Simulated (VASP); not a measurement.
# Nb (Im-3m) in VASP: a series of runs

Nb is run at these levels: r2SCAN; tasks: single point.

All numbers are computed with VASP 6.6.1; they aren't measurements. Logs are shortened: lines on timing, memory, paths and dates and some standing lists are left out, and cuts for length are marked.

### Step 1. The cell of the first run

The structure is cubic, space group Im-3m (No. 229). Conventional cell: a = 3.318 Å, b = 3.318 Å, c = 3.318 Å, α = 90.00°, β = 90.00°, γ = 90.00°. Nb (site symmetry m-3m) has 14 Nb at 2.87 to 3.32 Å within 3.8 Å.

### Step 2. Single point, r2SCAN

POSCAR

```
Nb
1.0
   -1.6588161900      1.6588161900      1.6588161900
    1.6588161900     -1.6588161900      1.6588161900
    1.6588161900      1.6588161900     -1.6588161900
Nb
1
Direct
    0.0000000000      0.0000000000      0.0000000000
```

INCAR.step1

```
PREC     = Accurate       # precision mode
ENCUT    = 520            # plane-wave cutoff, eV
ISMEAR   = 0              # smearing method
SIGMA    = 0.1            # smearing width, eV
LREAL    = F              # projectors in reciprocal space
LASPH    = T              # aspherical terms in the spheres
NELM     = 60             # most SCF steps
NBANDS   = 12             # bands
GGA      = PE             # functional
ALGO     = Normal         # electronic algorithm
EDIFF    = 1E-4           # SCF threshold, eV
LWAVE    = T              # write WAVECAR
LCHARG   = F              # write CHGCAR
```

INCAR.step2

```
PREC     = Accurate       # precision mode
ENCUT    = 520            # plane-wave cutoff, eV
EDIFF    = 1E-7           # SCF threshold, eV
ISMEAR   = 0              # smearing method
SIGMA    = 0.1            # smearing width, eV
LREAL    = F              # projectors in reciprocal space
LASPH    = T              # aspherical terms in the spheres
NELM     = 60             # most SCF steps
ALGO     = Normal         # electronic algorithm
ISIF     = 2              # what is computed and relaxed
LWAVE    = F              # write WAVECAR
LCHARG   = T              # write CHGCAR
METAGGA  = R2SCAN         # meta-GGA
LMIXTAU  = T            
LELF     = T              # ELF
LVHAR    = T            
NBANDS   = 12             # bands
ISTART   = 1
```

KPOINTS

```
regular mesh
0
Gamma
  8 8 8
```

Potentials or basis: VASP PAW PBE potentials, release 64 (Nb_sv).

Run with:

```
$ cat potpaw_PBE.64/Nb_sv/POTCAR > POTCAR
$ cp INCAR.step1 INCAR
$ mpirun -np 1 vasp_std > vasp.out
$ cp INCAR.step2 INCAR
$ mpirun -np 1 vasp_std > vasp.out
```

OUTCAR:

```text
PREC = Accurate
   ENCUT = 520
   EDIFF = 1E-7
   ISMEAR = 0
   LREAL = F
   LASPH = T
   NELM = 60
   ISIF = 2
   METAGGA = R2SCAN
   ISTART = 1

 ion  position               nearest neighbor table
   1  0.000  0.000  0.000-

  LATTYP: Found a body centered cubic cell.
 ALAT       =     3.3176323800

  Lattice vectors:

 A1 = (  -1.6588161900,   1.6588161900,   1.6588161900)
 A2 = (   1.6588161900,  -1.6588161900,   1.6588161900)
 A3 = (   1.6588161900,   1.6588161900,  -1.6588161900)

Analysis of symmetry for initial positions (statically):
=====================================================================
 Subroutine PRICEL returns:
 Original cell was already a primitive cell.

 Routine SETGRP: Setting up the symmetry group for a
 body centered cubic supercell.

 Subroutine GETGRP returns: Found 48 space group operations
 (whereof 48 operations were pure point group operations)
 out of a pool of 48 trial point group operations.

The static configuration has the point symmetry O_h .

Analysis of symmetry for dynamics (positions and initial velocities):
=====================================================================
 Subroutine PRICEL returns:
 Original cell was already a primitive cell.

 Routine SETGRP: Setting up the symmetry group for a
 body centered cubic supercell.

 Subroutine GETGRP returns: Found 48 space group operations
 (whereof 48 operations were pure point group operations)
 out of a pool of 48 trial point group operations.

The dynamic configuration has the point symmetry O_h .

 Subroutine INISYM returns: Found 48 space group operations
 (whereof 48 operations are pure point group operations),
 and found     1 'primitive' translations

----------------------------------------------------------------------------------------

                                     Primitive cell

  volume of cell :      18.2581

  direct lattice vectors                    reciprocal lattice vectors
    -1.658816190  1.658816190  1.658816190     0.000000000  0.301419773  0.301419773
     1.658816190 -1.658816190  1.658816190     0.301419773  0.000000000  0.301419773
     1.658816190  1.658816190 -1.658816190     0.301419773  0.301419773  0.000000000

  length of vectors
     2.873153921  2.873153921  2.873153921     0.426271931  0.426271931  0.426271931

  position of ions in fractional coordinates (direct lattice)
     0.000000000  0.000000000  0.000000000

  ion indices of the primitive-cell ions
   primitive index   ion index
                 1           1

----------------------------------------------------------------------------------------

 KPOINTS: regular mesh

Automatic generation of k-mesh.
 Grid dimensions read from file:
 generate k-points for:    8    8    8

 Generating k-lattice:

  Cartesian coordinates                     Fractional coordinates (reciprocal lattice)
     0.000000000  0.037677472  0.037677472     0.125000000  0.000000000  0.000000000
     0.037677472  0.000000000  0.037677472     0.000000000  0.125000000  0.000000000
     0.037677472  0.037677472  0.000000000     0.000000000  0.000000000  0.125000000

  Length of vectors
     0.053283991  0.053283991  0.053283991

  Shift w.r.t. Gamma in fractional coordinates (k-lattice)
     0.000000000  0.000000000  0.000000000

 Subroutine IBZKPT returns following result:
 ===========================================

 Found     29 irreducible k-points:

 Following reciprocal coordinates:
            Coordinates               Weight
  0.000000  0.000000  0.000000      1.000000
  0.125000  0.000000  0.000000     12.000000
  0.250000  0.000000  0.000000     12.000000
  0.375000  0.000000  0.000000     12.000000
  0.500000  0.000000  0.000000      6.000000
  0.125000  0.125000  0.000000     24.000000
[... 16 lines left out ...]
 -0.250000  0.250000  0.250000      6.000000
 -0.375000  0.375000  0.250000     24.000000
 [... further k-points ...]
   k-points           NKPTS =     29   k-points in BZ     NKDIM =     29   number of bands    NBANDS=     12
   number of dos      NEDOS =    301   number of ions     NIONS =      1
   total plane-waves  NPLWV =  13824
   dimension x,y,z NGX =    24 NGY =   24 NGZ =   24
   dimension x,y,z NGXF=    48 NGYF=   48 NGZF=   48
   ions per type =               1
   NGX,Y,Z   is equivalent  to a cutoff of  13.89, 13.89, 13.89 a.u.
   NGXF,Y,Z  is equivalent  to a cutoff of  27.77, 27.77, 27.77 a.u.
 SYSTEM =  unknown system
   PREC   = accura    normal or accurate (medium, high low for compatibility)
   ISTART =      1    job   : 0-new  1-cont  2-samecut
   ICHARG =      0    charge: 1-file 2-atom 10-const
   ISPIN  =      1    spin polarized calculation?
   LNONCOLLINEAR =      F non collinear calculations
   LSORBIT =      F    spin-orbit coupling
   LASPH  =      T    aspherical Exc in radial PAW
   ENCUT  =  520.0 eV  38.22 Ry    6.18 a.u.   5.34  5.34  5.34*2*pi/ulx,y,z
   NELM   =     60;   NELMIN=  2; NELMDL=  0     # of ELM steps
   EDIFF  = 0.1E-06   stopping-criterion for ELM
   LREAL  =      F    real-space projection
   EDIFFG = 0.1E-05   stopping-criterion for IOM
   NSW    =      0    number of steps for IOM
   IBRION =     -1    ionic relax: 0-MD 1-quasi-New 2-CG
   NFREE  =      0    steps in history (QN), initial steepest desc. (CG)
   ISIF   =      2    stress and relaxation
   ISYM   =      2    0-nonsym 1-usesym 2-fastsym
   POTIM  = 0.5000    time-step for ionic-motion
   TEBEG  =    0.0;   TEEND  =   0.0 temperature during run
   PSTRESS=    0.0 pullay stress
   NELECT =      13.0000    total number of electrons
   NUPDOWN=      -1.0000    fix difference up-down
   EMIN   =  10.00;   EMAX   =-10.00  energy-range for DOS
   EFERMI =   0.00;   METHOD = LEGACY
   ISMEAR =     0;   SIGMA  =   0.10  broadening in eV -4-tet -1-fermi 0-gaus
   EFERMI_NEDOS =   21; number of points for ismear=-14 and -15
   IALGO  =     38    algorithm
   IMIX   =      4    mixing-type and parameters
     AMIX     =   0.40;   BMIX     =  1.00
     AMIX_MAG =   1.60;   BMIX_MAG =  1.00
  volume/ion in A,a.u.               =      18.26       123.21
  Fermi-wavevector in a.u.,A,eV,Ry     =   1.461855  2.762506 29.075930  2.137021
  Thomas-Fermi vector in A             =   2.578137
   LORBIT       =      0    0 simple, 1 ext, 2 COOP (PROOUT), +10 PAW based schemes
   METAGGA = R2SCAN    functional components
   LHFCALC =     F    Hartree Fock is set to
   AEXX    =    0.0000 exact exchange contribution
   IVDW    =     0    specifies the selected vdW correction
   LEPSILON=     F    determine dielectric tensor
   LRPA    =     F    only Hartree local field effects (RPA)
 non-spin polarized calculation
 Gauss-broadening in eV      SIGMA  =   0.10
  energy-cutoff  :      520.00
  volume of cell :       18.26
 maximum number of plane-waves:       531
 NGX is ok and might be reduce to    24
   NGX = 11   NGY = 11   NGZ = 11

 number of electron      12.9999999 magnetization

 Free energy of the ion-electron system (eV)
  ---------------------------------------------------
  ext. energy  EPLUGINS =         0.00000000
  ---------------------------------------------------
  free energy    TOTEN  =       -24.87462321 eV

  energy without entropy =      -24.86908260  energy(sigma->0) =      -24.87185291

 E-fermi :  10.8120     XC(G=0): -13.5508

 val. band max:       10.7807449460   @ k =  -0.2500   0.2500   0.1250
 cond. band min:      10.8428925797   @ k =   0.2500   0.0000   0.0000
 fundamental gap:      0.0621476338
 Fermi energy:        10.8120067507

 k-point     1 :       0.0000    0.0000    0.0000
  band No.  band energies     occupation
      1     -45.2516      2.00000
      2     -19.8193      2.00000
      3     -19.8193      2.00000
      4     -19.8193      2.00000
      5       4.6803      2.00000
      6      11.3880      0.00000
      7      11.3880      0.00000
      8      11.3880      0.00000
      9      14.4529      0.00000
     10      14.4529      0.00000
     11      25.7848      0.00000
     12      25.7848      0.00000

 k-point     2 :       0.1250    0.0000    0.0000
  band No.  band energies     occupation
      1     -45.2151      2.00000
      2     -20.0363      2.00000
      3     -19.8848      2.00000
      4     -19.8211      2.00000
      5       5.3208      2.00000
      6      11.0017      0.00730
      7      11.2450      0.00000
      8      12.0111      0.00000
      9      13.9781      0.00000
     10      14.4606      0.00000
     11      26.2269      0.00000
     12      26.9081      0.00000

 k-point     3 :       0.2500    0.0000    0.0000
  band No.  band energies     occupation
      1     -45.1259      2.00000
      2     -20.5386      2.00000
      3     -20.0399      2.00000
      4     -19.8257      2.00000
      5       6.7142      2.00000
      6      10.1999      2.00000
      7      10.8429      0.66226
      8      13.7506      0.00000
      9      13.8967      0.00000
     10      14.6001      0.00000
     11      25.8881      0.00000
     12      27.4324      0.00000

 k-point     4 :       0.3750    0.0000    0.0000
  band No.  band energies     occupation
      1     -45.0351      2.00000
      2     -21.0147      2.00000
      3     -20.1908      2.00000
      4     -19.8304      2.00000
      5       7.2195      2.00000
      6       9.5258      2.00000
      7      11.8385      0.00000
      8      14.3712      0.00000
      9      14.9457      0.00000
     10      16.0962      0.00000
     11      23.9903      0.00000
     12      24.9054      0.00000

 k-point     5 :       0.5000    0.0000    0.0000
  band No.  band energies     occupation
      1     -44.9971      2.00000
      2     -21.2053      2.00000
      3     -20.2522      2.00000
      4     -19.8325      2.00000
      5       7.0951      2.00000
      6       9.2739      2.00000
      7      13.1249      0.00000
      8      14.4633      0.00000
      9      15.1757      0.00000
     10      17.4742      0.00000
     11      23.0554      0.00000
     12      23.4097      0.00000
[... 228 lines left out ...]
      1     -44.9310      2.00000
      2     -20.8162      2.00000
      3     -20.8162      2.00000
      4     -20.0805      2.00000
      5       9.2925      2.00000
      6       9.2925      2.00000
      7       9.6620      2.00000
      8      14.8926      0.00000
      9      14.8926      0.00000
     10      21.8882      0.00000
     11      22.4580      0.00000
     12      22.4580      0.00000

 k-point    22 :       0.2500    0.2500    0.2500
  band No.  band energies     occupation
      1     -44.9768      2.00000
      2     -20.5219      2.00000
      3     -20.5219      2.00000
      4     -20.5219      2.00000
      5       9.7616      2.00000
      6       9.7616      2.00000
      7       9.7616      2.00000
      8      15.3144      0.00000
      9      15.3144      0.00000
     10      20.9472      0.00000
     11      23.2062      0.00000
     12      23.2062      0.00000

 k-point    23 :      -0.2500    0.2500    0.2500
  band No.  band energies     occupation
      1     -45.0188      2.00000
      2     -20.5678      2.00000
      3     -20.2814      2.00000
      4     -20.2814      2.00000
      5       8.2583      2.00000
      6       9.8991      2.00000
      7      11.9590      0.00000
      8      11.9590      0.00000
      9      13.5831      0.00000
     10      15.9379      0.00000
     11      26.2555      0.00000
     12      29.5401      0.00000

 k-point    24 :      -0.3750    0.3750    0.2500
  band No.  band energies     occupation
      1     -44.9418      2.00000
      2     -20.8461      2.00000
      3     -20.4461      2.00000
      4     -20.3248      2.00000
      5       8.4826      2.00000
      6       9.0221      2.00000
      7      11.9598      0.00000
      8      12.7444      0.00000
      9      15.5635      0.00000
     10      17.0173      0.00000
     11      25.2211      0.00000
     12      27.1368      0.00000

 [... further k-points ...]
[... 5 lines left out ...]
  --------------------------------------------------------------------------------------
  -------------------------------------------------------------------------------------
  Total       -0.2557100     -0.2557100     -0.2557100     -0.0000000      0.0000000     -0.0000000
  in kB      -22.4390048    -22.4390048    -22.4390048     -0.0000000      0.0000000     -0.0000000
  external PRESSURE =     -22.4390048 kB  Pullay stress =       0.0000000 kB

 VOLUME and BASIS-vectors are now :
 -----------------------------------------------------------------------------
  energy-cutoff  :      520.00
  volume of cell :       18.26
      direct lattice vectors                 reciprocal lattice vectors
    -1.658816190  1.658816190  1.658816190     0.000000000  0.301419773  0.301419773
     1.658816190 -1.658816190  1.658816190     0.301419773  0.000000000  0.301419773
     1.658816190  1.658816190 -1.658816190     0.301419773  0.301419773  0.000000000

 POSITION                                       TOTAL-FORCE (eV/Angst)
 -----------------------------------------------------------------------------------
      0.00000      0.00000      0.00000        -0.000000      0.000000     -0.000000
 -----------------------------------------------------------------------------------
    total drift:                                0.000000     -0.000000     -0.000000

  FREE ENERGIE OF THE ION-ELECTRON SYSTEM (eV)
  ---------------------------------------------------
  free  energy   TOTEN  =       -24.8746232114 eV

  energy  without entropy=      -24.8690826022  energy(sigma->0) =      -24.87185291
```

Run time: 13 s. Hardware: 1 thread of Intel Xeon 6975P-C (Granite Rapids), shared host; peak memory 0.15 GiB.

Results:

| Property | Result |
| --- | --- |
| Free energy | -24.8746 eV |
| Pressure | -2.2 GPa |

Levels at points of the mesh, in eV from the Fermi level:
| k point | band 4 | band 5 | band 6 | band 7 | band 8 | band 9 |
| --- | --- | --- | --- | --- | --- | --- |
| (0.00, 0.00, 0.00) | -30.63 | -6.13 | 0.58 | 0.58 | 0.58 | 3.64 |
| (0.50, 0.00, 0.00) | -30.64 | -3.72 | -1.54 | 2.31 | 3.65 | 4.36 |
| (0.50, 0.50, 0.50) | -31.57 | -3.68 | -3.68 | 5.89 | 5.89 | 5.89 |

Caveat: the PAW data sets were made with another functional, which shifts forces and pressure a little.

### Step 3. Single point, r2SCAN

This run uses another cell than the first one, of 18.05 Å³/atom, 0.988 times its volume.

POSCAR

```
Nb
1.0
   -1.6524110958      1.6524110958      1.6524110958
    1.6524110958     -1.6524110958      1.6524110958
    1.6524110958      1.6524110958     -1.6524110958
Nb
1
Direct
    0.0000000000      0.0000000000      0.0000000000
```

INCAR.step1

```
SYSTEM = Nb
PREC = Accurate ; ENCUT = 520
ISMEAR = 0 ; SIGMA = 0.1
LREAL = .False. ; LASPH = .True.
NELM = 60 ; NBANDS = 12
GGA = PE ; ALGO = Normal
EDIFF = 1E-4 ; LWAVE = .True.
LCHARG = .False.
```

INCAR.step2

```
SYSTEM = Nb
PREC = Accurate ; ENCUT = 520
EDIFF = 1E-6 ; ISMEAR = 0
SIGMA = 0.1 ; LREAL = .False.
LASPH = .True. ; NELM = 60
ALGO = Normal ; ISIF = 2
LWAVE = .False. ; LCHARG = .False.
METAGGA = R2SCAN ; LMIXTAU = .True.
NBANDS = 12 ; ISTART = 1
```

KPOINTS

```
regular mesh
0
Gamma
  18 18 18
  0 0 0
```

Potentials or basis: VASP PAW PBE potentials, release 64 (Nb_sv).

Run with:

```
$ cat potpaw_PBE.64/Nb_sv/POTCAR > POTCAR
$ cp INCAR.step1 INCAR
$ mpirun -np 1 vasp_std > vasp.out
$ cp INCAR.step2 INCAR
$ mpirun -np 1 vasp_std > vasp.out
```

It took 51 s on 1 thread of Intel Xeon 6975P-C (Granite Rapids), shared host; peak memory 0.17 GiB.

It converged, with:

* Free energy: -24.8466 eV
* Pressure: -0.2 GPa

Levels at points of the mesh, in eV from the Fermi level:
```tsv
k point	band 3	band 4	band 5	band 6	band 7	band 8	band 9	band 10
(0.00, 0.00, 0.00)	-30.68	-30.68	-6.26	0.47	0.47	0.47	3.58	3.58
(0.50, 0.00, 0.00)	-31.13	-30.70	-3.87	-1.68	2.26	3.60	4.32	6.66
(0.50, 0.50, 0.50)	-31.66	-31.66	-3.85	-3.85	5.87	5.87	5.87	9.53
```

Caveat: the PAW data sets were made with another functional, which shifts forces and pressure a little.

(Continued in part 2 of 2.)
